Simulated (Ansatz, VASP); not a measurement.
NaOs3F in VASP and in Ansatz

```
Na Os F
1.0
     4.22718    0.00000    0.00000
     0.00000    4.22718    0.00000
     0.00000    0.00000    4.22718
Na Os F
1 3 1
Direct
  0.00000 0.00000 0.00000
  0.00000 0.50000 0.50000
  0.50000 0.00000 0.50000
  0.50000 0.50000 0.00000
  0.50000 0.50000 0.50000
```

Change from the starting cell: species swapped into the HoBRh3 type (Pm-3m, No. 221).

Alike in both runs: task single point; functional PBE; k mesh 4 × 4 × 4; occupations gaussian, width 0.1 eV; collinear spin.

```csv
,VASP,Ansatz
version,VASP 6.6.1,Ansatz 0.2.0
potentials or method,"VASP PAW PBE potentials, release 64 (Na_pv, Os, F), cutoff 520 eV","scalar-relativistic, plane waves, PAW"
valence electrons in the cell,38,64
```

Ansatz gave:

```
gap on the k mesh at the Fermi level (eV)                     : none
pressure (GPa)                                                : 6.2
net moment per atom (μB)                                      : 0.40
size of the moment on the site where the two differ most (μB) : 0.43
```

Problem. Which values does VASP return?

Solution. gap on the k mesh at the Fermi level (eV): none; pressure (GPa): 7.0; net moment per atom (μB): 0.43; size of the moment on the site where the two differ most (μB): 0.68.

Site moments also hang on the region over which each program counts them. A gap of «none» marks a metal or a gap that the smearing closes. The functional is the same, so the differences come from potentials, cutoffs and numerics. VASP's potentials hold 38 valence electrons a cell and Ansatz's 64, so a difference there can come from the potentials and not from the codes.

The k mesh is coarse, so the values compare programs but aren't converged. Spin-orbit coupling is off throughout.
